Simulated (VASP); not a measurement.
Wanted: the native input for a VASP 6.6.1 run.

- Task: single point
- Functional: PBE
- Potentials or basis: VASP PAW PBE potentials, release 64 (Ir)
- Cutoff: 520 eV
- k mesh: 15 × 15 × 15
- Occupations: fermi-dirac, width 0.05 eV
- Spin: no spin polarisation
- Dipole correction: no
- Further INCAR settings: ALGO = Normal; EDIFF = 1e-07; NBANDS = 10

The structure of Ir lies in POSCAR:

```
Ir
1.0
    0.0000000000      1.8808448178      1.8808448178
    1.8808448178      0.0000000000      1.8808448178
    1.8808448178      1.8808448178      0.0000000000
Ir
1
Direct
    0.0000000000      0.0000000000      0.0000000000
```

This cell differs from its parent crystal: volume scaled by 0.9405.

The input as run:

INCAR

```
PREC = Accurate ; ENCUT = 520
EDIFF = 1E-7 ; ISMEAR = -1
SIGMA = 0.05 ; LREAL = False
LASPH = True ; NELM = 60
ALGO = Normal ; ISIF = 2
LWAVE = False ; LCHARG = True
GGA = PE ; LELF = True
LVHAR = True ; NBANDS = 10
```

KPOINTS

```
Automatic mesh
0
Gamma
  15 15 15
```

Potentials or basis: VASP PAW PBE potentials, release 64 (Ir).

Command:

```sh
$ cat potpaw_PBE.64/Ir/POTCAR > POTCAR
$ mpirun -np 1 vasp_std > vasp.out
```

It gave:

```json
{"Pressure": "38.0 GPa"}
```

Run time: 14 s on 1 thread of Intel Xeon 8259CL (shared host), peak memory 0.14 GiB.
